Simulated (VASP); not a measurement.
# Ti: electric field gradients with PBEsol

Crystal: Ti.

```xyz
2
Lattice="2.8898 0.0000 0.0000 -1.4449 2.5026 0.0000 0.0000 0.0000 4.5903" Properties=species:S:1:pos:R:3 pbc="T T T"
Ti    0.0000    1.6684    1.1476
Ti    1.4449    0.8342    3.4428
```

This cell differs from its parent crystal: volume scaled by 0.94.

```yaml
Program: VASP 6.6.1
Task: electric field gradients
Functional: PBEsol
Potentials_or_basis: VASP PAW PBE potentials, release 64 (Ti_sv)
Cutoff: 520 eV
k_mesh: 14 × 14 × 8
Occupations: fermi-dirac, width 0.05 eV
Spin: no spin polarisation
Dipole_correction: no
Further_INCAR_settings: ALGO = Normal; EDIFF = 1e-08; NBANDS = 19
```

```json
{
  "Pressure": "0.6 GPa",
  "Band gap on the k mesh": "zero (band 12 reaches 9.49 eV, above the bottom of band 13 at 8.44 eV)"
}
```

Stress tensor (GPa, compression positive):
```
0.77 0.00 0.00
0.00 0.77 0.00
0.00 0.00 0.34
```

Levels at points of the mesh, in eV from the Fermi level:
```csv
k point,band 10,band 11,band 12,band 13,band 14,band 15
"(0.00, 0.00, 0.00)",-2.81,0.80,0.80,0.88,0.91,1.33
"(0.50, 0.00, 0.00)",-2.30,-1.98,-0.56,0.49,0.65,1.23
"(0.00, 0.00, 0.50)",-4.40,0.08,0.08,0.70,0.70,0.70
"(0.50, 0.00, 0.50)",-2.68,-0.88,-0.88,1.46,1.46,1.82
```

Electric field gradients, principal values (V/Å²):
```csv
atom,least,middle,greatest (by size)
1 Ti,-9.693,-9.695,19.389
2 Ti,-9.693,-9.695,19.389
```

It took 68 s on 1 thread of Intel(R) Xeon(R) Platinum 8375C CPU @ 2.90GHz (Ice Lake) (shared host), peak memory 0.19 GiB.

Caveat: without QUAD_EFG the Cq values of the log hold for a quadrupole moment of 1 mb, not for the nuclei; the PAW data sets were made with another functional, which shifts forces and pressure a little.
